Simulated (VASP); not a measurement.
# As (R-3m) in VASP: notebook

The runs below take As through single point, with LDA.

Everything below comes from runs of VASP 6.6.1. Logs are shortened: lines on timing, memory, paths and dates and some standing lists are left out, and cuts for length are marked.

### 1 The cell of the first run

It takes space group R-3m (No. 166, trigonal). The conventional cell has a = 3.759 Å, b = 3.759 Å, c = 10.666 Å, α = 90.00°, β = 90.00°, γ = 120.00°. Within 3.3 Å of As (site symmetry 3m) lie 6 As at 2.53 to 3.13 Å.

### 2 Single point, LDA (zz strain of +2 %)

The input, INCAR:

```
SYSTEM = As
  PREC = Accurate
  ENCUT = 520
  EDIFF = 1E-7
  ISMEAR = -1
  SIGMA = 0.05
  LREAL = .False.
  LASPH = .True.
  NELM = 60
  ALGO = Normal
  ISIF = 2
  LWAVE = .False.
  LCHARG = .False.
  GGA = CA
  NBANDS = 12
```

The input, KPOINTS:

```
regular mesh
0
Gamma
  13 13 13
  0 0 0
```

The input, POSCAR:

```
As
1.0
    1.8797494575      1.0852738553      3.5554854000
   -1.8797494575      1.0852738553      3.5554854000
    0.0000000000     -2.1705477106      3.5554854000
As
2
Direct
    0.2275400000      0.2275400000      0.2275400000
    0.7724600000      0.7724600000      0.7724600000
```

Potentials or basis: VASP PAW LDA potentials, release 64 (As).

Command:

```console
$ cat potpaw_LDA.64/As/POTCAR > POTCAR
$ mpirun -np 1 vasp_std > vasp.out
```

OUTCAR:

```text
SYSTEM = As
   PREC = Accurate
   ENCUT = 520
   EDIFF = 1E-7
   ISMEAR = -1
   LREAL = .False.
   LASPH = .True.
   NELM = 60
   ISIF = 2
   GGA = CA

 ion  position               nearest neighbor table
   1  0.228  0.228  0.228-   2 2.53   2 2.53   2 2.53
   2  0.772  0.772  0.772-   1 2.53   1 2.53   1 2.53

  LATTYP: Found a trigonal (rhomboedric) cell.
 ALAT       =     4.1656636678
 COS(alpha) =     0.5927495929

  Lattice vectors:

 A1 = (   1.8797494575,   1.0852738553,   3.5554854000)
 A2 = (  -1.8797494575,   1.0852738553,   3.5554854000)
 A3 = (   0.0000000000,  -2.1705477106,   3.5554854000)

Analysis of symmetry for initial positions (statically):
=====================================================================
 Subroutine PRICEL returns:
 Original cell was already a primitive cell.

 Routine SETGRP: Setting up the symmetry group for a
 trigonal (rhombohedral) supercell.

 Subroutine GETGRP returns: Found 12 space group operations
 (whereof 12 operations were pure point group operations)
 out of a pool of 12 trial point group operations.

The static configuration has the point symmetry D_3d.

Analysis of symmetry for dynamics (positions and initial velocities):
=====================================================================
 Subroutine PRICEL returns:
 Original cell was already a primitive cell.

 Routine SETGRP: Setting up the symmetry group for a
 trigonal (rhombohedral) supercell.

 Subroutine GETGRP returns: Found 12 space group operations
 (whereof 12 operations were pure point group operations)
 out of a pool of 12 trial point group operations.

The dynamic configuration has the point symmetry D_3d.

 Subroutine INISYM returns: Found 12 space group operations
 (whereof 12 operations are pure point group operations),
 and found     1 'primitive' translations

----------------------------------------------------------------------------------------

                                     Primitive cell

  volume of cell :      43.5201

  direct lattice vectors                    reciprocal lattice vectors
     1.879749457  1.085273855  3.555485400     0.265992895  0.153571070  0.093751850
    -1.879749457  1.085273855  3.555485400    -0.265992895  0.153571070  0.093751850
     0.000000000 -2.170547711  3.555485400     0.000000000 -0.307142139  0.093751850

  length of vectors
     4.165663668  4.165663668  4.165663668     0.321131909  0.321131909  0.321131909

  position of ions in fractional coordinates (direct lattice)
     0.227540000  0.227540000  0.227540000
[... 89 lines left out ...]
   NELECT =      10.0000    total number of electrons
   NUPDOWN=      -1.0000    fix difference up-down
   EMIN   =  10.00;   EMAX   =-10.00  energy-range for DOS
   EFERMI =   0.00;   METHOD = LEGACY
   ISMEAR =    -1;   SIGMA  =   0.05  broadening in eV -4-tet -1-fermi 0-gaus
   EFERMI_NEDOS =   21; number of points for ismear=-14 and -15
   IALGO  =     38    algorithm
   IMIX   =      4    mixing-type and parameters
     AMIX     =   0.40;   BMIX     =  1.00
     AMIX_MAG =   1.60;   BMIX_MAG =  1.00
  volume/ion in A,a.u.               =      21.76       146.84
  Fermi-wavevector in a.u.,A,eV,Ry     =   1.002717  1.894860 13.679858  1.005441
  Thomas-Fermi vector in A             =   2.135222
   LORBIT       =      0    0 simple, 1 ext, 2 COOP (PROOUT), +10 PAW based schemes
   GGA     = CA    functional components
   LHFCALC =     F    Hartree Fock is set to
   AEXX    =    0.0000 exact exchange contribution
   IVDW    =     0    specifies the selected vdW correction
   LEPSILON=     F    determine dielectric tensor
   LRPA    =     F    only Hartree local field effects (RPA)
 non-spin polarized calculation
  energy-cutoff  :      520.00
  volume of cell :       43.52
 maximum number of plane-waves:      1184
   NGX = 15   NGY = 15   NGZ = 15

 number of electron      10.0000000 magnetization

 number of electron       9.9999999 magnetization

 Free energy of the ion-electron system (eV)
  ---------------------------------------------------
  ext. energy  EPLUGINS =         0.00000000
  ---------------------------------------------------
  free energy    TOTEN  =       -10.75395819 eV

  energy without entropy =      -10.75246916  energy(sigma->0) =      -10.75321367

 E-fermi :   5.3955     XC(G=0): -10.1173

 val. band max:        5.3583258225   @ k =   0.4615   0.3846   0.3846
 cond. band min:       5.4693797883   @ k =   0.3846   0.0769   0.0769
 fundamental gap:      0.1110539658
 Fermi energy:         5.3955082731

 k-point     1 :       0.0000    0.0000    0.0000
  band No.  band energies     occupation
      1      -9.6145      2.00000
      2      -0.6703      2.00000
      3       2.6990      2.00000
      4       3.4459      2.00000
      5       3.4459      2.00000
      6       7.0617      0.00000
      7       8.2156      0.00000
      8       8.2156      0.00000
      9      12.2221      0.00000
     10      12.2221      0.00000
     11      12.5123      0.00000
     12      14.1005      0.00000
[... 331 lines left out ...]
 k-point    24 :       0.4615    0.1538    0.0000
  band No.  band energies     occupation
      1      -7.3592      2.00000
      2      -4.8302      2.00000
      3       1.2283      2.00000
      4       1.8390      2.00000
      5       3.5108      2.00000
      6       6.8544      0.00000
      7       7.1465      0.00000
      8       8.1792      0.00000
      9      12.0505      0.00000
     10      14.6964      0.00000
     11      15.3213      0.00000
     12      17.4223      0.00000

 [... further k-points ...]

------------------------ aborting loop because EDIFF is reached ----------------------------------------

  FORCE on cell =-STRESS in cart. coord.  units (eV):
  Direction    XX          YY          ZZ          XY          YZ          ZX
  --------------------------------------------------------------------------------------
  -------------------------------------------------------------------------------------
  Total       -0.4718428     -0.4718428     -0.9045608      0.0000000      0.0000000      0.0000000
  in kB      -17.3707457    -17.3707457    -33.3011233      0.0000000      0.0000000      0.0000000
  external PRESSURE =     -22.6808716 kB  Pullay stress =       0.0000000 kB

 VOLUME and BASIS-vectors are now :
 -----------------------------------------------------------------------------
  energy-cutoff  :      520.00
  volume of cell :       43.52
      direct lattice vectors                 reciprocal lattice vectors
     1.879749457  1.085273855  3.555485400     0.265992895  0.153571070  0.093751850
    -1.879749457  1.085273855  3.555485400    -0.265992895  0.153571070  0.093751850
     0.000000000 -2.170547711  3.555485400     0.000000000 -0.307142139  0.093751850

 POSITION                                       TOTAL-FORCE (eV/Angst)
 -----------------------------------------------------------------------------------
      0.00000      0.00000      2.42705         0.000000     -0.000000     -0.054593
      0.00000      0.00000      8.23941         0.000000      0.000000      0.054593
 -----------------------------------------------------------------------------------
    total drift:                               -0.000000      0.000000     -0.000000

  FREE ENERGIE OF THE ION-ELECTRON SYSTEM (eV)
  ---------------------------------------------------
  free  energy   TOTEN  =       -10.7539581881 eV

  energy  without entropy=      -10.7524691591  energy(sigma->0) =      -10.75321367
```

OSZICAR:

```text
N       E                     dE             d eps       ncg     rms          rms(c)
DAV:   1     0.276419438019E+02    0.27642E+02   -0.41861E+03  5552   0.691E+02
DAV:   2    -0.915204550665E+01   -0.36794E+02   -0.35236E+02  7396   0.110E+02
DAV:   3    -0.107917438330E+02   -0.16397E+01   -0.16330E+01  7012   0.242E+01
DAV:   4    -0.108002030026E+02   -0.84592E-02   -0.84585E-02  6156   0.199E+00
DAV:   5    -0.108002266506E+02   -0.23648E-04   -0.23648E-04  7068   0.113E-01    0.349E+00
DAV:   6    -0.107696971853E+02    0.30529E-01   -0.82686E-03  6116   0.473E-01    0.206E+00
DAV:   7    -0.107539714079E+02    0.15726E-01   -0.16146E-02  6280   0.676E-01    0.705E-02
DAV:   8    -0.107539534542E+02    0.17954E-04   -0.40204E-04  6440   0.126E-01    0.219E-02
DAV:   9    -0.107539584799E+02   -0.50257E-05   -0.26148E-05  6792   0.284E-02    0.887E-03
DAV:  10    -0.107539580855E+02    0.39442E-06   -0.17783E-06  6496   0.712E-03    0.275E-03
DAV:  11    -0.107539581924E+02   -0.10687E-06   -0.19307E-07  6220   0.259E-03    0.498E-04
DAV:  12    -0.107539581881E+02    0.42119E-08   -0.19337E-08  3356   0.672E-04
   1 F= -.10753958E+02 E0= -.10753214E+02  d E =-.148903E-02
```

stdout:

```text
POSCAR found type information on POSCAR As
 POSCAR found :  1 types and       2 ions
 scaLAPACK will be used
 LDA part: xc-table for (Slater(with rela. corr.)+CA(PZ))
 , standard interpolation
 POSCAR, INCAR and KPOINTS ok, starting setup
 FFT: planning ... GRIDC
 FFT: planning ... GRID_SOFT
 FFT: planning ... GRID
 WAVECAR not read
 entering main loop
```

Run time: 41 s. Hardware: 1 thread of AMD EPYC 9R45 (Zen 5), shared host; peak memory 0.2 GiB.

What came out:

```yaml
Free_energy: -10.7540 eV
Pressure: -2.3 GPa
Largest_force: 0.055 eV/Å
Band_gap_on_the_k_mesh: zero (bands 5 and 6 overlap by 0.46 eV)
```

Forces on the atoms (eV/Å):
```
As   0.000  0.000 -0.055
As   0.000  0.000  0.055
```

Stress tensor (GPa, compression positive):
```
-1.74  0.00  0.00
 0.00 -1.74  0.00
 0.00  0.00 -3.33
```

Caveat: the cell differs from its parent crystal (zz strain of +2 %).

### 3 Single point, LDA (equal xx and yy strain of +1 %)

The input, INCAR:

```
SYSTEM = As
ALGO     = Normal         ! electronic algorithm
EDIFF    = 1E-7           ! SCF threshold, eV
ENCUT    = 520            ! plane-wave cutoff, eV
GGA      = CA             ! functional
ISIF     = 2              ! what is computed and relaxed
ISMEAR   = -1             ! smearing method
LASPH    = .TRUE.         ! aspherical terms in the spheres
LCHARG   = .FALSE.        ! write CHGCAR
LREAL    = .FALSE.        ! projectors in reciprocal space
LWAVE    = .FALSE.        ! write WAVECAR
NBANDS   = 12             ! bands
NELM     = 80             ! most SCF steps
PREC     = Accurate       ! precision mode
SIGMA    = 0.05           ! smearing width, eV
```

The input, KPOINTS:

```
k-points
0
G
  13 13 13
  0 0 0
```

The input, POSCAR:

```
As
1.0
    1.8985469521      1.0961265938      3.4857700000
   -1.8985469521      1.0961265938      3.4857700000
    0.0000000000     -2.1922531877      3.4857700000
As
2
Direct
    0.2275400000      0.2275400000      0.2275400000
    0.7724600000      0.7724600000      0.7724600000
```

Potentials or basis: VASP PAW LDA potentials, release 64 (As).

Command:

```console
$ cat potpaw_LDA.64/As/POTCAR > POTCAR
$ mpirun -np 1 vasp_std > vasp.out
```

Run time: 41 s. Hardware: 1 thread of AMD EPYC 9R45 (Zen 5), shared host; peak memory 0.2 GiB.

The run converged. Its results:

```yaml
Free_energy: -10.7583 eV
Pressure: -2.8 GPa
Largest_force: 0.042 eV/Å
Band_gap_on_the_k_mesh: zero (bands 5 and 6 overlap by 0.28 eV)
```

Forces on the atoms (eV/Å):
```
As   0.000  0.000  0.042
As   0.000  0.000 -0.042
```

Levels at points of the mesh, in eV from the Fermi level:
| k point | band 1 | band 2 | band 3 | band 4 | band 5 | band 6 | band 7 | band 8 | band 9 | band 10 |
| --- | --- | --- | --- | --- | --- | --- | --- | --- | --- | --- |
| (0.00, 0.00, 0.00) | -14.92 | -5.92 | -2.40 | -2.01 | -2.01 | 1.71 | 2.89 | 2.89 | 6.74 | 6.74 |

Caveat: the cell differs from its parent crystal (equal xx and yy strain of +1 %).

The gap in the log of VASP goes by the Fermi energy; the results here count the filled bands.